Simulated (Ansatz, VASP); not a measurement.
# Mg4H in VASP and in Ansatz

The input INCAR:

```
PREC = Accurate
ENCUT = 520
EDIFF = 1E-6
ISMEAR = 0
SIGMA = 0.1
LREAL = F
LASPH = T
NELM = 100
ALGO = Normal
ISIF = 2
LWAVE = F
LCHARG = F
LDIPOL = T
IDIPOL = 3
DIPOL = 0.5 0.5 0.303
GGA = PE
NBANDS = 20
```

File KPOINTS:

```
Automatic mesh
0
Gamma
  4 5 1
```

Contents of POSCAR:

```
Mg4H
1.0
    6.4201385733      0.0000000000      0.0000000000
    0.0000000000      5.1379129567      0.0000000000
    0.0000000000      0.0000000000     21.6644777330
Mg H
8 2
Direct
    0.0000000000      0.7500000000      0.1846340378
    0.5000000000      0.7500000000      0.1846340378
    0.2500000000      0.2500000000      0.2274076137
    0.7500000000      0.2500000000      0.2274076137
    0.2500000000      0.7500000000      0.3173234500
    0.7500000000      0.7500000000      0.3173234500
    0.0000000000      0.2500000000      0.3537808678
    0.5000000000      0.2500000000      0.3537808678
    0.6915900458      0.0833333333      0.4336350891
    0.8084099542      0.0833333333      0.4336350891
```

Input for Ansatz:

```yaml
crystal:
  lattice:
    - [6.4201385733, 0.0, 0.0]
    - [0.0, 5.1379129567, 0.0]
    - [0.0, 0.0, 21.664477733]
  atoms:
    - { symbol: Mg, position: [0.0, 0.75, 0.1846340378] }
    - { symbol: Mg, position: [0.5, 0.75, 0.1846340378] }
    - { symbol: Mg, position: [0.25, 0.25, 0.2274076137] }
    - { symbol: Mg, position: [0.75, 0.25, 0.2274076137] }
    - { symbol: Mg, position: [0.25, 0.75, 0.31732345] }
    - { symbol: Mg, position: [0.75, 0.75, 0.31732345] }
    - { symbol: Mg, position: [0.0, 0.25, 0.3537808678] }
    - { symbol: Mg, position: [0.5, 0.25, 0.3537808678] }
    - { symbol: H, position: [0.6915900458, 0.0833333333, 0.4336350891] }
    - { symbol: H, position: [0.8084099542, 0.0833333333, 0.4336350891] }
basis:
  ecutwfc: 420
kpoints:
  mp_grid: { grid: [4, 5, 1] }
hamiltonian:
  xc: pbe
scf:
  occupations: { method: gaussian, width: 0.1 }
output:
  forces: true
  eigenvalues: true
efield:
  axis: 3
  dipole_correction: true
  ramp_width: 0.04
```

Alike in both runs: task single point; functional PBE; k mesh 4 × 5 × 1; occupations gaussian, width 0.1 eV; no spin polarisation.

|  | VASP | Ansatz |
| --- | --- | --- |
| version | VASP 6.6.1 | Ansatz 0.2.0 |
| potentials or method | VASP PAW PBE potentials, release 64 (Mg, H), cutoff 520 eV | scalar-relativistic, plane waves, PAW |
| valence electrons in the cell | 18 | 82 |

```csv
,VASP,Ansatz,Ansatz less VASP
gap on the k mesh at the Fermi level (eV),none,none,-
rms of the force components (eV/Å),0.239,0.239,0.0000
```

Atom by atom the forces differ by 0.003 eV/Å (rms over components). A gap of «none» marks a metal or a gap that the smearing closes. The functional is the same, so the differences come from potentials, cutoffs and numerics. VASP's potentials hold 18 valence electrons a cell and Ansatz's 82, so a difference there can come from the potentials and not from the codes.
